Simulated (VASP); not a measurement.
Set up this calculation in VASP 6.6.1, as the native input.

```yaml
Task: single point
Functional: PBE0
Potentials_or_basis: VASP PAW PBE potentials, release 64 (Zn)
Cutoff: 520 eV
k_mesh: 8 × 8 × 8
Occupations: fermi-dirac, width 0.05 eV
Spin: no spin polarisation
Dipole_correction: no
Grid_for_exact_exchange_PRECFOCK: Normal
Further_INCAR_settings: ALGO = Normal; EDIFF = 1e-06; NBANDS = 12
Share_of_exact_exchange: 0.25
```

Crystal: Zn.

```
CELL_PARAMETERS angstrom
0.00000 1.96478 1.96478
1.96478 0.00000 1.96478
1.96478 1.96478 0.00000
ATOMIC_POSITIONS crystal
Zn 0.00000 0.00000 0.00000
```

This isn't the form of Zn at room conditions, which is hcp.

One way to write it, as run:

POSCAR

```
Zn
1.0
    0.0000000000      1.9647760000      1.9647760000
    1.9647760000      0.0000000000      1.9647760000
    1.9647760000      1.9647760000      0.0000000000
Zn
1
Direct
    0.0000000000      0.0000000000      0.0000000000
```

INCAR.step1

```
SYSTEM = Zn
PREC     = Accurate       ! precision mode
ENCUT    = 520            ! plane-wave cutoff, eV
EDIFF    = 1E-5           ! SCF threshold, eV
ISMEAR   = -1             ! smearing method
SIGMA    = 0.05           ! smearing width, eV
LREAL    = .False.        ! projectors in reciprocal space
LASPH    = .True.         ! aspherical terms in the spheres
NELM     = 60             ! most SCF steps
ALGO     = Normal         ! electronic algorithm
ISIF     = 2              ! what is computed and relaxed
LWAVE    = .True.         ! write WAVECAR
LCHARG   = .False.        ! write CHGCAR
NBANDS   = 12             ! bands
GGA      = PE             ! functional
```

INCAR.step2

```
SYSTEM = Zn
PREC     = Accurate       ! precision mode
ENCUT    = 520            ! plane-wave cutoff, eV
EDIFF    = 1E-6           ! SCF threshold, eV
ISMEAR   = -1             ! smearing method
SIGMA    = 0.05           ! smearing width, eV
LREAL    = .False.        ! projectors in reciprocal space
LASPH    = .True.         ! aspherical terms in the spheres
NELM     = 60             ! most SCF steps
ALGO     = Normal         ! electronic algorithm
ISIF     = 2              ! what is computed and relaxed
LWAVE    = .False.        ! write WAVECAR
LCHARG   = .False.        ! write CHGCAR
GGA      = PE             ! functional
LHFCALC  = .True.         ! exact exchange
AEXX     = 0.25           ! exact-exchange fraction
PRECFOCK = Normal       
NBANDS   = 12             ! bands
ISTART   = 1
```

KPOINTS

```
regular mesh
0
Gamma
  8 8 8
  0 0 0
```

Potentials or basis: VASP PAW PBE potentials, release 64 (Zn).

Run with:

```console
$ cat potpaw_PBE.64/Zn/POTCAR > POTCAR
$ cp INCAR.step1 INCAR
$ mpirun -np 1 vasp_std > vasp.out
$ cp INCAR.step2 INCAR
$ mpirun -np 1 vasp_std > vasp.out
```

It gave:

```yaml
Pressure: 0.0 GPa
Band_gap_on_the_k_mesh: zero (bands 6 and 7 overlap by 4.46 eV)
```

Caveat: the PAW data sets were made with another functional, which shifts forces and pressure a little.

Wall time 11 min on 1 thread of Intel(R) Xeon(R) 6975P-C (Granite Rapids) (shared host), peak memory 0.15 GiB.
